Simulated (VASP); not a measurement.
A run of VASP 6.6.1 is set up as follows.

POSCAR

```
InP
1.0
    0.0000000000      2.7688340000      2.7688340000
    2.7688340000      0.0000000000      2.7688340000
    2.7688340000      2.7688340000      0.0000000000
In P
1 1
Direct
    0.0000000000      0.0000000000      0.0000000000
    0.5000000000      0.5000000000      0.5000000000
```

File INCAR.step1:

```
  ALGO = Normal
  EDIFF = 1E-5
  ENCUT = 520
  GGA = PE
  ISIF = 2
  ISMEAR = -1
  LASPH = True
  LREAL = False
  LWAVE = True
  NBANDS = 16
  NELM = 100
  PREC = Accurate
  SIGMA = 0.05
```

The input INCAR.step2:

```
  AEXX = 0.25
  ALGO = Normal
  EDIFF = 1E-7
  ENCUT = 520
  GGA = PE
  HFSCREEN = 0.6
  ISIF = 2
  ISMEAR = -1
  ISTART = 1
  LASPH = True
  LCHARG = True
  LELF = True
  LHFCALC = True
  LREAL = False
  LVHAR = True
  LWAVE = False
  NBANDS = 16
  NELM = 100
  PREC = Accurate
  PRECFOCK = Normal
  SIGMA = 0.05
```

File KPOINTS:

```
k-points
0
Gamma
  4 4 4
```

Potentials or basis: VASP PAW PBE potentials, release 64 (In_d, P).

The run is started by

```bash
$ cat potpaw_PBE.64/In_d/POTCAR potpaw_PBE.64/P/POTCAR > POTCAR
$ cp INCAR.step1 INCAR
$ mpirun -np 1 vasp_std > vasp.out
$ cp INCAR.step2 INCAR
$ mpirun -np 1 vasp_std > vasp.out
```

Problem. Estimate the pressure.

Solution. -1.0 GPa.

Problem. Estimate the band gap on the k mesh.

Solution. Zero (bands 9 and 10 overlap by 2.61 eV).

Caveat: the k points lie up to 0.49 Å⁻¹ apart, too coarse for converged energies and pressures of a metal; the PAW data sets were made with another functional, which shifts forces and pressure a little; spin-orbit coupling is left out, which moves the levels of the heavy elements.
